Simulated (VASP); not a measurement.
# NiC (Fm-3m) in VASP: notebook, part 2 of 2

VASP 6.6.1. The steps go on from the part before.

**3. Relaxation of cell and atoms, PBE**

INCAR reads:

```
PREC = Accurate
ENCUT = 600
EDIFF = 1E-7
ISMEAR = 0
SIGMA = 0.1
LREAL = False
LASPH = True
NELM = 100
ALGO = Normal
ISIF = 3
LWAVE = False
LCHARG = False
GGA = PE
IBRION = 2
NSW = 100
EDIFFG = -0.01
```

KPOINTS reads:

```
regular mesh
0
Gamma
  24 24 24
```

POSCAR reads:

```
NiC
1.0
    0.0000000000      2.0345999118      2.0345999118
    2.0345999118      0.0000000000      2.0345999118
    2.0345999118      2.0345999118      0.0000000000
Ni C
1 1
Direct
    0.5000000000      0.5000000000      0.5000000000
    0.0000000000      0.0000000000      0.0000000000
```

Potentials or basis: VASP PAW PBE potentials, release 64 (Ni, C).

Run with:

```bash
$ cat potpaw_PBE.64/Ni/POTCAR potpaw_PBE.64/C/POTCAR > POTCAR
$ mpirun -np 1 vasp_std > vasp.out
```

OUTCAR:

```text
PREC = Accurate
   ENCUT = 600
   EDIFF = 1E-7
   ISMEAR = 0
   LREAL = False
   LASPH = True
   NELM = 100
   ISIF = 3
   GGA = PE
   IBRION = 2
   NSW = 100
   EDIFFG = -0.01

 ion  position               nearest neighbor table
   1  0.500  0.500  0.500-   2 2.03   2 2.03   2 2.03   2 2.03   2 2.03   2 2.03
   2  0.000  0.000  0.000-   1 2.03   1 2.03   1 2.03   1 2.03   1 2.03   1 2.03

  LATTYP: Found a face centered cubic cell.
 ALAT       =     4.0691998236
[... 528 lines left out ...]

  FORCE on cell =-STRESS in cart. coord.  units (eV):
  Direction    XX          YY          ZZ          XY          YZ          ZX
  --------------------------------------------------------------------------------------
  -------------------------------------------------------------------------------------
  Total       -0.0030502     -0.0030502     -0.0030502      0.0000000      0.0000000     -0.0000000
  in kB       -0.2901151     -0.2901151     -0.2901151      0.0000000      0.0000000     -0.0000000
  external PRESSURE =      -0.2901151 kB  Pullay stress =       0.0000000 kB

 VOLUME and BASIS-vectors are now :
 -----------------------------------------------------------------------------
  energy-cutoff  :      600.00
  volume of cell :       16.84
      direct lattice vectors                 reciprocal lattice vectors
     0.000000000  2.034599912  2.034599912    -0.245748561  0.245748561  0.245748561
     2.034599912  0.000000000  2.034599912     0.245748561 -0.245748561  0.245748561
     2.034599912  2.034599912  0.000000000     0.245748561  0.245748561 -0.245748561

 POSITION                                       TOTAL-FORCE (eV/Angst)
 -----------------------------------------------------------------------------------
      2.03460      2.03460      2.03460         0.000000     -0.000000     -0.000000
      0.00000      0.00000      0.00000        -0.000000      0.000000      0.000000
 -----------------------------------------------------------------------------------
    total drift:                                0.000000     -0.000000      0.000000

  FREE ENERGIE OF THE ION-ELECTRON SYSTEM (eV)
  ---------------------------------------------------
  free  energy   TOTEN  =       -12.5127482195 eV

  energy  without entropy=      -12.5058259342  energy(sigma->0) =      -12.50928708

 reached required accuracy - stopping structural energy minimisation
```

OSZICAR:

```text
N       E                     dE             d eps       ncg     rms          rms(c)
DAV:   1     0.549464895300E+02    0.54946E+02   -0.81154E+03  9118   0.192E+03
DAV:   2    -0.125285804064E+02   -0.67475E+02   -0.61947E+02  9397   0.252E+02
DAV:   3    -0.166188472436E+02   -0.40903E+01   -0.39055E+01 10138   0.661E+01
DAV:   4    -0.167001784435E+02   -0.81331E-01   -0.81077E-01 10601   0.948E+00
DAV:   5    -0.167015202022E+02   -0.13418E-02   -0.13416E-02 10297   0.132E+00    0.215E+01
DAV:   6    -0.217980723315E+02   -0.50966E+01   -0.11840E+02 10682   0.202E+02    0.316E+01
DAV:   7    -0.125436902339E+02    0.92544E+01   -0.29348E+01 10675   0.126E+02    0.289E+00
DAV:   8    -0.125202107658E+02    0.23479E-01   -0.13760E+00 11205   0.164E+01    0.178E+00
DAV:   9    -0.125159172332E+02    0.42935E-02   -0.16295E-01 11907   0.705E+00    0.519E-01
DAV:  10    -0.125136221177E+02    0.22951E-02   -0.32163E-02 10376   0.376E+00    0.344E-01
DAV:  11    -0.125129137791E+02    0.70834E-03   -0.81342E-03 14661   0.159E+00    0.137E-01
DAV:  12    -0.125127554500E+02    0.15833E-03   -0.78099E-04 12766   0.492E-01    0.376E-02
DAV:  13    -0.125127511581E+02    0.42919E-05   -0.83375E-05 10517   0.118E-01    0.167E-02
DAV:  14    -0.125127484845E+02    0.26736E-05   -0.48307E-06 11607   0.425E-02    0.158E-03
DAV:  15    -0.125127481618E+02    0.32273E-06   -0.52109E-07  8770   0.123E-02    0.343E-03
DAV:  16    -0.125127482195E+02   -0.57725E-07   -0.20534E-07  5429   0.922E-03
   1 F= -.12512748E+02 E0= -.12509287E+02  d E =-.125127E+02
```

Wall time 50 s (1 thread of Intel Xeon 6975P-C (Granite Rapids), shared host); peak memory 0.23 GiB.

Results:

```yaml
Free_energy: -12.5127 eV
Pressure_after_relaxing: 0.0 GPa
Band_gap_on_the_k_mesh: zero (band 7 reaches 11.00 eV, above the bottom of band 8 at 8.21 eV)
```

Final structure:
```
CELL_PARAMETERS angstrom
0.00000 2.03460 2.03460
2.03460 0.00000 2.03460
2.03460 2.03460 0.00000
ATOMIC_POSITIONS crystal
Ni 0.50000 0.50000 0.50000
C 0.00000 0.00000 0.00000
```

Levels at points of the mesh, in eV from the Fermi level:
```csv
k point,band 5,band 6,band 7,band 8,band 9,band 10
"(0.00, 0.00, 0.00)",-2.82,-2.82,1.25,1.25,1.25,11.24
"(0.50, 0.00, 0.00)",-2.12,-2.12,-1.03,4.22,4.22,8.94
"(0.50, 0.50, 0.00)",-1.85,-1.85,-1.54,-1.54,0.10,7.78
```

Caveat: the relaxation stopped at its first step, so nothing moved.

**4. Single point, PBE, collinear spin, ferromagnetic start**

INCAR reads:

```
PREC = Accurate ; ENCUT = 520
EDIFF = 1E-6 ; ISMEAR = 0
SIGMA = 0.1 ; LREAL = F
LASPH = T ; NELM = 150
ALGO = Normal ; ISIF = 2
LWAVE = F ; LCHARG = F
ISPIN = 2 ; MAGMOM = 2 0
LORBIT = 11 ; LMAXMIX = 4
GGA = PE ; NBANDS = 18
```

KPOINTS reads:

```
Automatic mesh
0
Gamma
  6 6 6
```

POSCAR is that of step 3.

Run with:

```bash
$ cat potpaw_PBE.64/Ni/POTCAR potpaw_PBE.64/C/POTCAR > POTCAR
$ mpirun -np 1 vasp_std > vasp.out
```

Run time: 12 s. Hardware: 1 thread of Intel Xeon 6975P-C, shared host; peak memory 0.15 GiB.

It converged, with:

| Property | Result |
| --- | --- |
| Free energy | -12.4802 eV |
| Pressure | 0.4 GPa |
| Band gap on the k mesh | zero (filled and empty bands overlap) |
| Net moment | 0.00 μB per cell |
| Valence electrons inside the program's atomic spheres | Ni 9.53; C 2.29 |

Levels at points of the mesh, in eV from the Fermi level:
Spin up:
| k point | band 5 | band 6 | band 7 | band 8 | band 9 | band 10 |
| --- | --- | --- | --- | --- | --- | --- |
| (0.00, 0.00, 0.00) | -2.77 | -2.77 | 1.30 | 1.30 | 1.30 | 11.29 |
| (0.50, 0.00, 0.00) | -2.07 | -2.07 | -0.98 | 4.27 | 4.27 | 8.99 |
| (0.50, 0.50, 0.00) | -1.80 | -1.80 | -1.50 | -1.50 | 0.15 | 7.82 |
Spin down:
| k point | band 3 | band 4 | band 5 | band 6 | band 7 | band 8 | band 9 | band 10 | band 11 | band 12 |
| --- | --- | --- | --- | --- | --- | --- | --- | --- | --- | --- |
| (0.00, 0.00, 0.00) | -3.05 | -3.05 | -2.77 | -2.77 | 1.30 | 1.30 | 1.30 | 11.29 | 17.25 | 18.35 |
| (0.50, 0.00, 0.00) | -4.96 | -4.96 | -2.07 | -2.07 | -0.98 | 4.27 | 4.27 | 8.99 | 13.51 | 13.51 |
| (0.50, 0.50, 0.00) | -4.17 | -2.32 | -1.80 | -1.80 | -1.50 | -1.50 | 0.15 | 7.82 | 11.65 | 16.85 |

Caveat: the k points lie up to 0.45 Å⁻¹ apart; the starting moments collapsed, and a magnetic state may lie lower.

**5. Relaxation of cell and atoms, PBE, collinear spin, ferromagnetic start**

This run uses another cell than the first one, of 12.63 Å³/atom, 1.501 times its volume.

INCAR reads:

```
PREC     = Accurate       # precision mode
ENCUT    = 600            # plane-wave cutoff, eV
EDIFF    = 1E-6           # SCF threshold, eV
ISMEAR   = 0              # smearing method
SIGMA    = 0.1            # smearing width, eV
LREAL    = F              # projectors in reciprocal space
LASPH    = T              # aspherical terms in the spheres
NELM     = 150            # most SCF steps
ALGO     = Normal         # electronic algorithm
ISIF     = 3              # what is computed and relaxed
LWAVE    = F              # write WAVECAR
LCHARG   = F              # write CHGCAR
ISPIN    = 2              # spin polarisation
MAGMOM   = 2 0            # initial moments
LORBIT   = 11             # projections on sites
LMAXMIX  = 4              # l up to which the mixer works
GGA      = PE             # functional
IBRION   = 2              # ionic algorithm
NSW      = 90             # ionic steps
EDIFFG   = -0.04          # ionic threshold
```

KPOINTS is that of step 4.

POSCAR reads:

```
NiC
1.0
    0.0000000000      2.3291085600      2.3291085600
    2.3291085600      0.0000000000      2.3291085600
    2.3291085600      2.3291085600      0.0000000000
Ni C
1 1
Direct
    0.5000000000      0.5000000000      0.5000000000
    0.0000000000      0.0000000000      0.0000000000
```

Run with:

```bash
$ cat potpaw_PBE.64/Ni/POTCAR potpaw_PBE.64/C/POTCAR > POTCAR
$ mpirun -np 1 vasp_std > vasp.out
```

Run time: 60 s. Hardware: 1 thread of Intel Xeon 6975P-C, shared host; peak memory 0.18 GiB.

It converged, with:

| Property | Result |
| --- | --- |
| Free energy | -12.4880 eV |
| Relaxed volume | 8.45 Å³/atom |
| Relaxed cell | a = 2.880 Å, b = 2.880 Å, c = 2.880 Å, α = 60.00°, β = 60.00°, γ = 60.00° |
| Space group after relaxing (to 0.05 Å) | Fm-3m (No. 225) |
| Energy gained by relaxing | 756.4 meV/atom |
| Ionic steps | 3 |
| Pressure after relaxing | -0.5 GPa |
| Band gap on the k mesh | zero (filled and empty bands overlap) |
| Net moment | 0.00 μB per cell |
| Valence electrons inside the program's atomic spheres | Ni 9.52; C 2.29 |

Step by step:
```tsv
step	energy change (eV)	largest force (eV/Å)	pressure (GPa)	volume (Å³)
1	0.0000	0.0000	-39.41	25.27
2	-1.4159	0.0000	24.97	15.52
3	-1.5129	0.0000	-0.46	16.89
```

Final structure:
```yaml
crystal:
  lattice:
    - [0.00000, 2.03651, 2.03651]
    - [2.03651, 0.00000, 2.03651]
    - [2.03651, 2.03651, 0.00000]
  atoms:
    - { symbol: Ni, position: [0.50000, 0.50000, 0.50000] }
    - { symbol: C, position: [0.00000, 0.00000, 0.00000] }
```

Levels at points of the mesh, in eV from the Fermi level:
Spin up:
| k point | band 5 | band 6 | band 7 | band 8 | band 9 | band 10 |
| --- | --- | --- | --- | --- | --- | --- |
| (0.00, 0.00, 0.00) | -2.76 | -2.76 | 1.29 | 1.29 | 1.29 | 11.25 |
| (0.50, 0.00, 0.00) | -2.06 | -2.06 | -0.98 | 4.26 | 4.26 | 8.98 |
| (0.50, 0.50, 0.00) | -1.79 | -1.79 | -1.49 | -1.49 | 0.15 | 7.80 |
Spin down:
| k point | band 4 | band 5 | band 6 | band 7 | band 8 | band 9 | band 10 | band 11 |
| --- | --- | --- | --- | --- | --- | --- | --- | --- |
| (0.00, 0.00, 0.00) | -3.04 | -2.76 | -2.76 | 1.29 | 1.29 | 1.29 | 11.25 | 17.24 |
| (0.50, 0.00, 0.00) | -4.94 | -2.06 | -2.06 | -0.98 | 4.26 | 4.26 | 8.98 | 13.49 |
| (0.50, 0.50, 0.00) | -2.31 | -1.79 | -1.79 | -1.49 | -1.49 | 0.15 | 7.80 | 11.64 |

Caveat: the k points lie up to 0.45 Å⁻¹ apart in the final cell; the starting moments collapsed, and a magnetic state may lie lower; the volume moved by over 15 % at a fixed basis, so the end points are rough.
